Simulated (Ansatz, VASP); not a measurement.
## One calculation of C, two programs

```
CELL_PARAMETERS angstrom
0.00000 1.78014 1.78014
1.78014 0.00000 1.78014
1.78014 1.78014 0.00000
ATOMIC_POSITIONS crystal
C 0.50000 0.50000 0.50000
C 0.75000 0.75000 0.75000
```

Change from the starting cell: strained cell.

Alike in both runs: functional LDA; k mesh 12 × 12 × 12; occupations gaussian, width 0.02 eV; no spin polarisation.

Ansatz relaxed the structure, and its values are those at the end. VASP's run is a single point on that final structure, the one shown.

```csv
,VASP,Ansatz
version,VASP 6.6.1,Ansatz 0.2.0
potentials or method,"VASP PAW LDA potentials, release 64 (C_h), cutoff 1300 eV","scalar-relativistic, plane waves, PAW"
valence electrons in the cell,8,8
```

Ansatz gave:

```
gap on the k mesh at the Fermi level (eV) : 4.14
least direct gap on the mesh (eV)         : 5.55
pressure (GPa)                            : -10.9
```

Problem. Estimate VASP's values.

Solution. gap on the k mesh at the Fermi level (eV): 4.14; least direct gap on the mesh (eV): 5.56; pressure (GPa): -9.9.

Ansatz warns that its potentials were made for another functional, while VASP's fit it. LDA's correlation is that of Perdew and Zunger in VASP and of Perdew and Wang (1992) in Ansatz. Ansatz's warnings: stress scf threshold loose.
